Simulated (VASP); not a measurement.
## SnO2: single point with RPBE

SnO2:

```xyz
12
Lattice="5.1753 0.0000 0.0000 0.0000 5.1753 0.0000 0.0000 0.0000 5.1753" Properties=species:S:1:pos:R:3 pbc="T T T"
Sn    0.0000    0.0000    0.0000
Sn    2.5876    0.0000    2.5876
Sn    2.5876    2.5876    0.0000
Sn    0.0000    2.5876    2.5876
O     3.4214    4.3415    0.8337
O     4.3415    0.8337    3.4214
O     0.8337    3.4214    4.3415
O     1.7539    1.7539    1.7539
O     3.4214    3.4214    3.4214
O     4.3415    1.7539    0.8337
O     0.8337    4.3415    1.7539
O     1.7539    0.8337    4.3415
```

```json
{
  "Program": "VASP 6.6.1",
  "Task": "single point",
  "Functional": "RPBE",
  "Potentials or basis": "VASP PAW PBE potentials, release 64 (Sn_d, O)",
  "Cutoff": "520 eV",
  "k mesh": "5 × 5 × 5",
  "Occupations": "fermi-dirac, width 0.05 eV",
  "Spin": "no spin polarisation",
  "Dipole correction": "no",
  "Further INCAR settings": "ALGO = Normal; EDIFF = 1e-06; NBANDS = 64"
}
```

```json
{
  "Pressure": "4.3 GPa",
  "Largest force": "0.016 eV/Å",
  "Band gap on the k mesh": "0.63 eV (least direct gap 0.68 eV)"
}
```

Forces on the atoms (eV/Å):
```
Sn   0.000  0.000  0.000
Sn   0.000  0.000  0.000
Sn   0.000  0.000  0.000
Sn   0.000  0.000  0.000
O   -0.009  0.009 -0.009
O    0.009 -0.009 -0.009
O   -0.009 -0.009  0.009
O    0.009  0.009  0.009
O   -0.009 -0.009 -0.009
O    0.009  0.009 -0.009
O   -0.009  0.009  0.009
O    0.009 -0.009  0.009
```

Levels at points of the mesh, in eV from the valence-band top:
```csv
k point,band 49,band 50,band 51,band 52,band 53,band 54,band 55,band 56
"(0.00, 0.00, 0.00)",-0.27,-0.06,-0.06,-0.06,0.63,5.81,5.81,5.81
```

It took 86 s on 1 thread of Intel(R) Xeon(R) Platinum 8488C (Sapphire Rapids), with other jobs on the host, peak memory 0.27 GiB.

Caveat: the cell stands under pressure; the PAW data sets were made with another functional, which shifts forces and pressure a little; spin-orbit coupling is left out, which moves the levels of the heavy elements; an odd mesh through Γ misses points on the zone boundary, where band edges can lie.
